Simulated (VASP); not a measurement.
# NiO2 (P-3m1) in VASP: single point with PBEsol

Aim: the single point of NiO2 with PBEsol.

All numbers are computed with VASP 6.6.1; they aren't measurements. Logs are shortened: lines on timing, memory, paths and dates and some standing lists are left out, and cuts for length are marked.

### 1 The cell of the first run

The structure is trigonal, space group P-3m1 (No. 164). The conventional cell has a = 2.799 Å, b = 2.799 Å, c = 4.618 Å, α = 90.00°, β = 90.00°, γ = 120.00°. Ni (site symmetry -3m) has 6 O at 1.88 Å within 2.5 Å. Within 2.5 Å of O (site symmetry 3m) lie 3 Ni at 1.88 Å and 3 O at 2.50 Å.

### 2 Single point, PBEsol, collinear spin, ferromagnetic start

Input file INCAR:

```
SYSTEM = NiO2
ALGO     = Normal         ! electronic algorithm
EDIFF    = 1E-6           ! SCF threshold, eV
ENCUT    = 700            ! plane-wave cutoff, eV
GGA      = PS             ! functional
GGA_COMPAT= .FALSE.      
ISIF     = 2              ! what is computed and relaxed
ISMEAR   = -1             ! smearing method
ISPIN    = 2              ! spin polarisation
LASPH    = .TRUE.         ! aspherical terms in the spheres
LCHARG   = .TRUE.         ! write CHGCAR
LELF     = .TRUE.         ! ELF
LMAXMIX  = 4              ! l up to which the mixer works
LORBIT   = 11             ! projections on sites
LREAL    = .FALSE.        ! projectors in reciprocal space
LVHAR    = .TRUE.       
LWAVE    = .FALSE.        ! write WAVECAR
MAGMOM   = 1 0 0          ! initial moments
NBANDS   = 26             ! bands
NELM     = 200            ! most SCF steps
PREC     = Accurate       ! precision mode
SIGMA    = 0.05           ! smearing width, eV
```

Input file KPOINTS:

```
k-points
0
G
  11 11 6
  0 0 0
```

Input file POSCAR:

```
NiO2
1.0
    2.7987818650      0.0000000000      0.0000000000
   -1.3993909325      2.4238161948      0.0000000000
    0.0000000000      0.0000000000      4.6182730000
Ni O
1 2
Direct
    0.0000000000      0.0000000000      0.5000000000
    0.3333333333      0.6666666667      0.2939610000
    0.6666666667      0.3333333333      0.7060390000
```

Potentials or basis: VASP PAW PBE potentials, release 64 (Ni_sv_GW, O).

The run is started by

```
$ cat potpaw_PBE.64/Ni_sv_GW/POTCAR potpaw_PBE.64/O/POTCAR > POTCAR
$ mpirun -np 1 vasp_std > vasp.out
```

OUTCAR:

```text
SYSTEM = NiO2
   EDIFF = 1E-6
   ENCUT = 700
   GGA = PS
   ISIF = 2
   ISMEAR = -1
   ISPIN = 2
   LASPH = .TRUE.
   LORBIT = 11
   LREAL = .FALSE.
   NELM = 200
   PREC = Accurate

 ion  position               nearest neighbor table
   1  0.000  0.000  0.500-   2 1.88   3 1.88   3 1.88   2 1.88   3 1.88   2 1.88
   2  0.333  0.667  0.294-   1 1.88   1 1.88   1 1.88
   3  0.667  0.333  0.706-   1 1.88   1 1.88   1 1.88

  LATTYP: Found a hexagonal cell.
 ALAT       =     2.7987818650
 C/A-ratio  =     1.6501010878

  Lattice vectors:

 A1 = (   2.7987818650,   0.0000000000,   0.0000000000)
 A2 = (  -1.3993909325,   2.4238161948,   0.0000000000)
 A3 = (   0.0000000000,   0.0000000000,   4.6182730000)

Analysis of symmetry for initial positions (statically):
=====================================================================
 Subroutine PRICEL returns:
 Original cell was already a primitive cell.

 Routine SETGRP: Setting up the symmetry group for a
 hexagonal supercell.

 Subroutine GETGRP returns: Found 12 space group operations
 (whereof 12 operations were pure point group operations)
 out of a pool of 24 trial point group operations.

The static configuration has the point symmetry D_3d.

Analysis of symmetry for dynamics (positions and initial velocities):
=====================================================================
 Subroutine PRICEL returns:
 Original cell was already a primitive cell.

 Routine SETGRP: Setting up the symmetry group for a
 hexagonal supercell.

 Subroutine GETGRP returns: Found 12 space group operations
 (whereof 12 operations were pure point group operations)
 out of a pool of 24 trial point group operations.

The dynamic configuration has the point symmetry D_3d.

Analysis of structural, dynamic, and magnetic symmetry:
=====================================================================
 Subroutine PRICEL returns:
 Original cell was already a primitive cell.

 Routine SETGRP: Setting up the symmetry group for a
 hexagonal supercell.

 Subroutine GETGRP returns: Found 12 space group operations
 (whereof 12 operations were pure point group operations)
 out of a pool of 24 trial point group operations.

The overall configuration has the point symmetry D_3d.

 Subroutine INISYM returns: Found 12 space group operations
 (whereof 12 operations are pure point group operations),
 and found     1 'primitive' translations

----------------------------------------------------------------------------------------

                                     Primitive cell

  volume of cell :      31.3291

  direct lattice vectors                    reciprocal lattice vectors
     2.798781865  0.000000000  0.000000000     0.357298299  0.206286269  0.000000000
    -1.399390933  2.423816195  0.000000000     0.000000000  0.412572538  0.000000000
     0.000000000  0.000000000  4.618273000     0.000000000  0.000000000  0.216531158

  length of vectors
     2.798781865  2.798781865  4.618273000     0.412572538  0.412572538  0.216531158

  position of ions in fractional coordinates (direct lattice)
     0.000000000  0.000000000  0.500000000
     0.333333333  0.666666667  0.293961000
     0.666666667  0.333333333  0.706039000

  ion indices of the primitive-cell ions
   primitive index   ion index
                 1           1
                 2           2
                 3           3

----------------------------------------------------------------------------------------

 KPOINTS: k-points

Automatic generation of k-mesh.
 Grid dimensions read from file:
 generate k-points for:   11   11    6

 Generating k-lattice:

  Cartesian coordinates                     Fractional coordinates (reciprocal lattice)
     0.032481664  0.018753297  0.000000000     0.090909091  0.000000000  0.000000000
     0.000000000  0.037506594  0.000000000     0.000000000  0.090909091  0.000000000
     0.000000000  0.000000000  0.036088526     0.000000000  0.000000000  0.166666667

  Length of vectors
     0.037506594  0.037506594  0.036088526

  Shift w.r.t. Gamma in fractional coordinates (k-lattice)
     0.000000000  0.000000000  0.000000000

 Subroutine IBZKPT returns following result:
 ===========================================

 Found     84 irreducible k-points:

 Following reciprocal coordinates:
            Coordinates               Weight
  0.000000  0.000000  0.000000      1.000000
  0.090909  0.000000  0.000000      6.000000
  0.181818  0.000000  0.000000      6.000000
  0.272727  0.000000  0.000000      6.000000
  0.363636  0.000000  0.000000      6.000000
  0.454545  0.000000  0.000000      6.000000
[... 16 lines left out ...]
  0.000000  0.272727  0.166667      6.000000
  0.363636  0.000000  0.166667      6.000000
 [... further k-points ...]
   k-points           NKPTS =     84   k-points in BZ     NKDIM =     84   number of bands    NBANDS=     26
   number of dos      NEDOS =    301   number of ions     NIONS =      3
   total plane-waves  NPLWV =  23040
   dimension x,y,z NGX =    24 NGY =   24 NGZ =   40
   dimension x,y,z NGXF=    48 NGYF=   48 NGZF=   80
   ions per type =               1   2
   NGX,Y,Z   is equivalent  to a cutoff of  14.26, 14.26, 14.40 a.u.
   NGXF,Y,Z  is equivalent  to a cutoff of  28.51, 28.51, 28.80 a.u.
 SYSTEM =  NiO2
   PREC   = accura    normal or accurate (medium, high low for compatibility)
   ISTART =      0    job   : 0-new  1-cont  2-samecut
   ICHARG =      2    charge: 1-file 2-atom 10-const
   ISPIN  =      2    spin polarized calculation?
   LNONCOLLINEAR =      F non collinear calculations
   LSORBIT =      F    spin-orbit coupling
   LASPH  =      T    aspherical Exc in radial PAW
   ENCUT  =  700.0 eV  51.45 Ry    7.17 a.u.   6.04  6.04  9.96*2*pi/ulx,y,z
   NELM   =    200;   NELMIN=  2; NELMDL= -5     # of ELM steps
   EDIFF  = 0.1E-05   stopping-criterion for ELM
   LREAL  =      F    real-space projection
   EDIFFG = 0.1E-04   stopping-criterion for IOM
   NSW    =      0    number of steps for IOM
   IBRION =     -1    ionic relax: 0-MD 1-quasi-New 2-CG
   NFREE  =      0    steps in history (QN), initial steepest desc. (CG)
   ISIF   =      2    stress and relaxation
   ISYM   =      2    0-nonsym 1-usesym 2-fastsym
   POTIM  = 0.5000    time-step for ionic-motion
   TEBEG  =    0.0;   TEEND  =   0.0 temperature during run
   PSTRESS=    0.0 pullay stress
   NELECT =      30.0000    total number of electrons
   NUPDOWN=      -1.0000    fix difference up-down
   EMIN   =  10.00;   EMAX   =-10.00  energy-range for DOS
   EFERMI =   0.00;   METHOD = LEGACY
   ISMEAR =    -1;   SIGMA  =   0.05  broadening in eV -4-tet -1-fermi 0-gaus
   EFERMI_NEDOS =   21; number of points for ismear=-14 and -15
   IALGO  =     38    algorithm
   IMIX   =      4    mixing-type and parameters
     AMIX     =   0.40;   BMIX     =  1.00
     AMIX_MAG =   1.60;   BMIX_MAG =  1.00
  volume/ion in A,a.u.               =      10.44        70.47
  Fermi-wavevector in a.u.,A,eV,Ry     =   1.613612  3.049285 35.426087  2.603744
  Thomas-Fermi vector in A             =   2.708654
   LORBIT       =     11    0 simple, 1 ext, 2 COOP (PROOUT), +10 PAW based schemes
   GGA     = PS    functional components
   LHFCALC =     F    Hartree Fock is set to
   AEXX    =    0.0000 exact exchange contribution
   IVDW    =     0    specifies the selected vdW correction
   LEPSILON=     F    determine dielectric tensor
   LRPA    =     F    only Hartree local field effects (RPA)
 spin polarized calculation
  energy-cutoff  :      700.00
  volume of cell :       31.33
 maximum number of plane-waves:      1342
   NGX = 13   NGY = 13   NGZ = 19

 number of electron      30.0000002 magnetization      -0.0000004

 number of electron      30.0000002 magnetization       0.0000006

 Free energy of the ion-electron system (eV)
  ---------------------------------------------------
  ext. energy  EPLUGINS =         0.00000000
  ---------------------------------------------------
  free energy    TOTEN  =       -19.77265670 eV

  energy without entropy =      -19.77264981  energy(sigma->0) =      -19.77265325

 E-fermi :   2.6028     XC(G=0): -11.2531

 val. band max:        2.1324046520   @ k =   0.0909   0.0909   0.5000
 cond. band min:       3.0113150953   @ k =   0.2727   0.0000   0.3333
 fundamental gap:      0.8789104433
 Fermi energy:         2.6027980372

 spin component 1

 k-point     1 :       0.0000    0.0000    0.0000
  band No.  band energies     occupation
      1    -101.7746      1.00000
      2     -62.3436      1.00000
      3     -62.3436      1.00000
      4     -62.0913      1.00000
      5     -17.4733      1.00000
      6     -15.0015      1.00000
[... 18 lines left out ...]
     25      26.3681      0.00000
     26      26.3681      0.00000
[... 644 lines left out ...]
      4     -62.0850      1.00000
      5     -16.0909      1.00000
      6     -15.1835      1.00000
[... 18 lines left out ...]
     25      26.2477      0.00000
     26      27.3654      0.00000

 [... further k-points ...]

 spin component 2

 k-point     1 :       0.0000    0.0000    0.0000
  band No.  band energies     occupation
      1    -101.7746      1.00000
      2     -62.3436      1.00000
      3     -62.3436      1.00000
      4     -62.0913      1.00000
      5     -17.4733      1.00000
      6     -15.0016      1.00000
[... 18 lines left out ...]
     25      26.3682      0.00000
     26      26.3683      0.00000
[... 644 lines left out ...]
      4     -62.0850      1.00000
      5     -16.0910      1.00000
      6     -15.1835      1.00000
[... 18 lines left out ...]
     25      26.2478      0.00000
     26      27.3658      0.00000

 [... further k-points ...]

------------------------ aborting loop because EDIFF is reached ----------------------------------------

  FORCE on cell =-STRESS in cart. coord.  units (eV):
  Direction    XX          YY          ZZ          XY          YZ          ZX
  --------------------------------------------------------------------------------------
  -------------------------------------------------------------------------------------
  Total       -0.9203782     -0.9203782     -0.9153945      0.0000000      0.0000000      0.0000000
  in kB      -47.0683066    -47.0683066    -46.8134396      0.0000000      0.0000000      0.0000000
  external PRESSURE =     -46.9833509 kB  Pullay stress =       0.0000000 kB

 VOLUME and BASIS-vectors are now :
 -----------------------------------------------------------------------------
  energy-cutoff  :      700.00
  volume of cell :       31.33
      direct lattice vectors                 reciprocal lattice vectors
     2.798781865  0.000000000  0.000000000     0.357298299  0.206286269  0.000000000
    -1.399390933  2.423816195  0.000000000     0.000000000  0.412572538  0.000000000
     0.000000000  0.000000000  4.618273000     0.000000000  0.000000000  0.216531158

 POSITION                                       TOTAL-FORCE (eV/Angst)
 -----------------------------------------------------------------------------------
      0.00000      0.00000      2.30914         0.000000      0.000000      0.000000
     -0.00000      1.61588      1.35759         0.000000     -0.000000      0.435804
      1.39939      0.80794      3.26068        -0.000000      0.000000     -0.435804
 -----------------------------------------------------------------------------------
    total drift:                               -0.000000      0.000000      0.000000

  FREE ENERGIE OF THE ION-ELECTRON SYSTEM (eV)
  ---------------------------------------------------
  free  energy   TOTEN  =       -19.7726566970 eV

  energy  without entropy=      -19.7726498064  energy(sigma->0) =      -19.77265325

 total charge

# of ion       s       p       d       f       tot
--------------------------------------------------
    1        2.237   6.462   7.634   0.028  16.361
    2        1.584   3.313   0.000   0.000   4.897
    3        1.584   3.313   0.000   0.000   4.897
--------------------------------------------------
tot          5.404  13.089   7.634   0.028  26.155

 magnetization (x)

# of ion       s       p       d       f       tot
--------------------------------------------------
    1        0.000   0.000  -0.000  -0.000  -0.000
    2        0.000   0.000   0.000   0.000   0.000
    3        0.000   0.000   0.000   0.000   0.000
--------------------------------------------------
tot          0.000   0.000  -0.000  -0.000  -0.000
```

Run time: 2.5 min. Hardware: 1 thread of Intel Xeon Platinum 8488C (Sapphire Rapids), shared host; peak memory 0.31 GiB.

Results:

```yaml
Free_energy: -19.7727 eV
Pressure: -4.7 GPa
Largest_force: 0.436 eV/Å
Band_gap_on_the_k_mesh: 0.88 eV (least direct gap 1.14 eV)
Net_moment: 0.00 μB per cell
Valence_electrons_inside_the_program's_atomic_spheres: Ni 16.36; O 4.90
```

Forces on the atoms (eV/Å):
```
Ni   0.000  0.000  0.000
O    0.000  0.000  0.436
O    0.000  0.000 -0.436
```

Caveat: the cell stands under tension; the moments typed at the start vanished in this run; the PAW data sets were made with another functional, which shifts forces and pressure a little. A k mesh can miss the band edges.
